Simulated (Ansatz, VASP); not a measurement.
## Two plane-wave programs on Si

```
Si
1.0
     0.00000    5.43000    5.43000
     5.43000    0.00000    5.43000
     5.43000    5.43000    0.00000
Si
17
Direct
  0.99177 0.02583 0.99135
  0.12259 0.13535 0.12221
  0.01817 0.99527 0.49354
  0.12252 0.13558 0.62021
  0.00154 0.50782 0.00123
  0.11614 0.65333 0.11592
  0.00130 0.50805 0.49062
  0.16615 0.62091 0.60711
  0.49394 0.99533 0.01769
  0.62061 0.13555 0.12213
  0.49378 0.99498 0.49339
  0.65141 0.04663 0.65098
  0.49085 0.50802 0.00104
  0.60733 0.62101 0.16585
  0.52448 0.42791 0.52410
  0.60747 0.62042 0.60723
  0.78884 0.63529 0.78862
```

Alike in both runs: functional PBEsol; k mesh 2 × 2 × 2; occupations gaussian, width 0.02 eV; no spin polarisation.

Ansatz relaxed the structure, and its values are those at the end. VASP's run is a single point on that final structure, the one shown.

```csv
,VASP,Ansatz
version,VASP 6.6.1,Ansatz 0.2.0
potentials or method,"VASP PAW PBE potentials, release 64 (Si), cutoff 520 eV","scalar-relativistic, plane waves, PAW"
valence electrons in the cell,68,68
```

|  | VASP | Ansatz | Ansatz less VASP |
| --- | --- | --- | --- |
| rms of the force components (eV/Å) | 0.004 | 0.004 | +0.0002 |

VASP's potentials were made for PBE, not for PBEsol, and Ansatz warns of the same on its side.

The k mesh is coarse, so the values compare programs but aren't converged.
